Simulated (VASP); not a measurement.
Set up this calculation in VASP 6.6.1, as the native input.

```yaml
Task: density of states
Functional: PBE
Potentials_or_basis: VASP PAW PBE potentials, release 64 (Pt)
Cutoff: 520 eV
k_mesh: 14 × 14 × 14
Occupations: fermi-dirac, width 0.05 eV
Spin: no spin polarisation
Dipole_correction: no
k_mesh_for_the_DOS: 21 × 21 × 21
Occupations_for_the_DOS: tetrahedron
Further_INCAR_settings: ALGO = Normal; EDIFF = 1e-06
```

Crystal: Pt.

```
CELL_PARAMETERS angstrom
0.00000 2.80860 2.80860
2.80860 0.00000 2.80860
2.80860 2.80860 0.00000
ATOMIC_POSITIONS crystal
Pt 0.87500 0.87500 0.87500
Pt 0.12500 0.12500 0.12500
```

This cell differs from its parent crystal: volume scaled by 0.92.

The input as run:

POSCAR

```
Pt
1.0
    0.0000000000      2.8086006964      2.8086006964
    2.8086006964      0.0000000000      2.8086006964
    2.8086006964      2.8086006964      0.0000000000
Pt
2
Direct
   -0.1250000000     -0.1250000000     -0.1250000000
    0.1250000000      0.1250000000      0.1250000000
```

INCAR.step1

```
PREC = Accurate
ENCUT = 520
EDIFF = 1E-6
ISMEAR = -1
SIGMA = 0.05
LREAL = False
LASPH = True
NELM = 100
ALGO = Normal
ISIF = 2
LWAVE = False
LCHARG = True
LMAXMIX = 4
GGA = PE
NBANDS = 17
```

KPOINTS.step1

```
regular mesh
0
Gamma
  14 14 14
```

INCAR.step2

```
PREC = Accurate
ENCUT = 520
EDIFF = 1E-6
ISMEAR = -5
SIGMA = 0.05
LREAL = False
LASPH = True
NELM = 100
ALGO = Normal
ISIF = 2
LWAVE = False
LCHARG = False
LMAXMIX = 4
GGA = PE
LORBIT = 11
NEDOS = 1001
ICHARG = 11
```

KPOINTS.step2

```
regular mesh
0
Gamma
  21 21 21
```

Potentials or basis: VASP PAW PBE potentials, release 64 (Pt).

Run with:

```sh
$ cat potpaw_PBE.64/Pt/POTCAR > POTCAR
$ cp INCAR.step1 INCAR
$ cp KPOINTS.step1 KPOINTS
$ mpirun -np 1 vasp_std > vasp.out
$ cp INCAR.step2 INCAR
$ cp KPOINTS.step2 KPOINTS
$ mpirun -np 1 vasp_std > vasp.out
```

It gave:

| Quantity | Value |
| --- | --- |
| Valence electrons inside the program's atomic spheres | Pt 9.35 |

Caveat: spin-orbit coupling is left out, which moves the levels of the heavy elements.

It took 2.2 min on 1 thread of Intel(R) Xeon(R) Platinum 8375C CPU @ 2.90GHz (Ice Lake) (shared host), peak memory 0.28 GiB.
